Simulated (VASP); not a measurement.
Input of a VASP 6.6.1 run:

INCAR

```
PREC     = Accurate       # precision mode
ENCUT    = 520            # plane-wave cutoff, eV
EDIFF    = 1E-7           # SCF threshold, eV
ISMEAR   = 0              # smearing method
SIGMA    = 0.01           # smearing width, eV
LREAL    = False          # projectors in reciprocal space
LASPH    = True           # aspherical terms in the spheres
NELM     = 100            # most SCF steps
ALGO     = Normal         # electronic algorithm
ISIF     = 2              # what is computed and relaxed
LWAVE    = False          # write WAVECAR
LCHARG   = False          # write CHGCAR
GGA      = PE             # functional
NBANDS   = 15             # bands
```

File KPOINTS:

```
Automatic mesh
0
Gamma
  6 6 6
```

Contents of POSCAR:

```
RbBr
1.0
    0.0000000000      3.4608320474      3.4608320474
    3.4608320474      0.0000000000      3.4608320474
    3.4608320474      3.4608320474      0.0000000000
Rb Br
1 1
Direct
    0.0000000000      0.0000000000      0.0000000000
    0.5000000000      0.5000000000      0.5000000000
```

Potentials or basis: VASP PAW PBE potentials, release 64 (Rb_sv, Br).

The run is started by

```sh
$ cat potpaw_PBE.64/Rb_sv/POTCAR potpaw_PBE.64/Br/POTCAR > POTCAR
$ mpirun -np 1 vasp_std > vasp.out
```

**Question.** What does it give for the band gap on the k mesh?

**Answer.** 4.29 eV.

**Question.** What does it give for the pressure?

**Answer.** 0.6 GPa.
